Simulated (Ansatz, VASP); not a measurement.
# Two plane-wave programs on AlN

Contents of POSCAR:

```
AlN
1.0
    0.0000000000      2.4525914971      1.7339821885
    2.4525914971      0.0000000000      1.7339821885
    2.4525914971      2.4525914971      0.0000000000
Al N
1 1
Direct
    0.0000000000      0.0000000000      0.0000000000
    0.7500000000      0.7500000000      0.7500000000
```

Contents of INCAR.step1:

```
SYSTEM = AlN
  PREC = Accurate
  ENCUT = 520
  ISMEAR = 0
  SIGMA = 0.05
  LREAL = .FALSE.
  LASPH = .TRUE.
  NELM = 100
  NBANDS = 11
  GGA = PE
  ALGO = Normal
  EDIFF = 1E-4
  LWAVE = .TRUE.
  LCHARG = .FALSE.
```

INCAR.step2

```
SYSTEM = AlN
  PREC = Accurate
  ENCUT = 520
  EDIFF = 1E-7
  ISMEAR = 0
  SIGMA = 0.05
  LREAL = .FALSE.
  LASPH = .TRUE.
  NELM = 100
  ALGO = Normal
  ISIF = 2
  LWAVE = .FALSE.
  LCHARG = .FALSE.
  METAGGA = R2SCAN
  LMIXTAU = .TRUE.
  NBANDS = 11
  ISTART = 1
```

Contents of KPOINTS:

```
regular mesh
0
G
  10 10 10
  0 0 0
```

Input for Ansatz:

```yaml
crystal:
  lattice:
    - [0.0, 2.4525914971, 1.7339821885]
    - [2.4525914971, 0.0, 1.7339821885]
    - [2.4525914971, 2.4525914971, 0.0]
  atoms:
    - { symbol: Al, position: [0.0, 0.0, 0.0] }
    - { symbol: "N", position: [0.75, 0.75, 0.75] }
basis:
  ecutwfc: 500
kpoints:
  mp_grid: { grid: [10, 10, 10] }
hamiltonian:
  xc: r2scan
scf:
  occupations: { method: gaussian, width: 0.05 }
output:
  forces: true
  stress: true
  eigenvalues: true
```

Alike in both runs: task single point; functional r2SCAN; k mesh 10 × 10 × 10; occupations gaussian, width 0.05 eV; no spin polarisation.

|  | VASP | Ansatz |
| --- | --- | --- |
| version | VASP 6.6.1 | Ansatz 0.2.0 |
| potentials or method | VASP PAW PBE potentials, release 64 (Al, N), cutoff 520 eV | scalar-relativistic, plane waves, PAW |
| valence electrons in the cell | 8 | 8 |

|  | VASP | Ansatz | Ansatz less VASP |
| --- | --- | --- | --- |
| gap on the k mesh at the Fermi level (eV) | 3.59 | 3.60 | +0.011 |
| least direct gap on the mesh (eV) | 3.73 | 3.70 | -0.032 |
| pressure (GPa) | -10.9 | -10.5 | +0.41 |
| traceless stress, the component that is largest in VASP (GPa) | 18.15 | 18.02 | -0.134 |

VASP's potentials were made for PBE, not for r2SCAN. The functional is the same, so the differences come from potentials, cutoffs and numerics.
